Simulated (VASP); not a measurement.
Here is a VASP 6.6.1 calculation.

Contents of INCAR:

```
SYSTEM = MgSe
  ALGO = Normal
  DIPOL = 0.5 0.5 0.500
  EDIFF = 1E-6
  ENCUT = 520
  GGA = PE
  GGA_COMPAT = .FALSE.
  IDIPOL = 3
  ISIF = 2
  ISMEAR = -1
  LASPH = .TRUE.
  LCHARG = .FALSE.
  LDIPOL = .TRUE.
  LREAL = .FALSE.
  LWAVE = .FALSE.
  NBANDS = 21
  NELM = 120
  NELMDL = -8
  PREC = Accurate
  SIGMA = 0.1
```

KPOINTS

```
k-points
0
G
  4 4 1
  0 0 0
```

POSCAR

```
MgSe
1.0
    3.8544390642      0.0000000000      0.0000000000
    1.9272195321      3.3380421470      0.0000000000
    0.0000000000      0.0000000000     19.8678407934
Mg Se
3 3
Direct
    0.0000000000      0.0000000000      0.3019955748
    0.6666666667      0.6666666667      0.4603991150
    0.3333333333      0.3333333333      0.6188026551
    0.3333333333      0.3333333333      0.3811973449
    0.0000000000      0.0000000000      0.5396008850
    0.6666666667      0.6666666667      0.6980044252
```

Potentials or basis: VASP PAW PBE potentials, release 64 (Mg, Se).

Command:

```bash
$ cat potpaw_PBE.64/Mg/POTCAR potpaw_PBE.64/Se/POTCAR > POTCAR
$ mpirun -np 1 vasp_std > vasp.out
```

(1) What does it give for the largest force?

(2) Estimate the band gap on the k mesh.

Answers

(1) 0.865 eV/Å.

(2) zero (band 12 reaches -0.37 eV, above the bottom of band 13 at -0.76 eV).

Caveat: the k points lie up to 0.47 Å⁻¹ apart.
